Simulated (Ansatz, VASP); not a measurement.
## One calculation of FePt, two programs

```
Pt Fe
1.0
     2.74154    0.00000    0.00000
     0.00000    2.74154    0.00000
     0.00000    0.00000    3.74464
Pt Fe
1 1
Direct
  0.50000 0.50000 0.50000
  0.00000 0.00000 0.00000
```

Alike in both runs: task single point; functional r2SCAN; k mesh 10 × 10 × 7; occupations fermi-dirac, width 0.05 eV; collinear spin.

|  | VASP | Ansatz |
| --- | --- | --- |
| version | VASP 6.6.1 | Ansatz 0.2.0 |
| potentials or method | VASP PAW PBE potentials, release 64 (Pt, Fe) | Ansatz PAW |
| plane-wave cutoff (eV) | 520 | 500 |
| valence electrons in the cell | 18 | 34 |

Ansatz gave:

| Item | Value |
| --- | --- |
| gap on the k mesh at the Fermi level (eV) | none |
| pressure (GPa) | -2.1 |
| traceless stress, the component that is largest in VASP (GPa) | -0.91 |
| net moment per atom (μB) | 1.81 |
| size of the moment on the site where the two differ most (μB) | 0.42 |

Task: What did VASP give for the same quantities?

Result: gap on the k mesh at the Fermi level (eV): none; pressure (GPa): -2.2; traceless stress, the component that is largest in VASP (GPa): -0.95; net moment per atom (μB): 1.80; size of the moment on the site where the two differ most (μB): 0.36.

VASP's potentials were made for PBE, not for r2SCAN. Site moments also hang on the region over which each program counts them. A gap of «none» marks a metal or a gap that the smearing closes. VASP's potentials hold 18 valence electrons a cell and Ansatz's 34, so a difference there can come from the potentials and not from the codes.

Neither program's run includes spin-orbit coupling. Noted on Ansatz's run: the magnetic or orbital state may not be the lowest.
